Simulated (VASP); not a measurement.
Runs of VASP 6.6.1 on CoW3. The structure is that of space group Fm-3m (No. 225), or close to it. The cells are those of the table. 

```csv
level,spin,cell,k mesh,gap on the mesh (eV),pressure (GPa),moment (μB)
PBEsol,off,"a = 4.345 Å, angles 60.0°, 4 atoms",12 × 12 × 12,none,-0.9,-
PBEsol,"collinear, ferromagnetic start","a = 4.351 Å, angles 60.0°, 4 atoms",6 × 6 × 6,none,-0.5,1.60
r2SCAN,off,"a = 4.345 Å, angles 60.0°, 4 atoms",12 × 12 × 12,none,(a),-
PBEsol,"collinear, ferromagnetic start","a = 4.402 Å, angles 60.0°, 4 atoms",12 × 12 × 12,none,(b),1.48
```

Alike in all rows: task single point; potentials or basis VASP PAW PBE potentials, release 64 (W_sv, Co); cutoff (eV) 520; smearing gaussian 0.1 eV.

Fill in the values left out.

(a) 3.3; (b) -10.0.

Caveats: the PAW data sets were made with another functional, which shifts forces and pressure a little; spin-orbit coupling is left out, which moves the levels of the heavy elements; the cell stands under pressure (at least some runs); the cell stands under tension (at least some runs).

A k mesh can miss the band edges, and the runs leave out spin-orbit coupling on W.

A gap of «none» marks levels without a gap at the run's occupations.
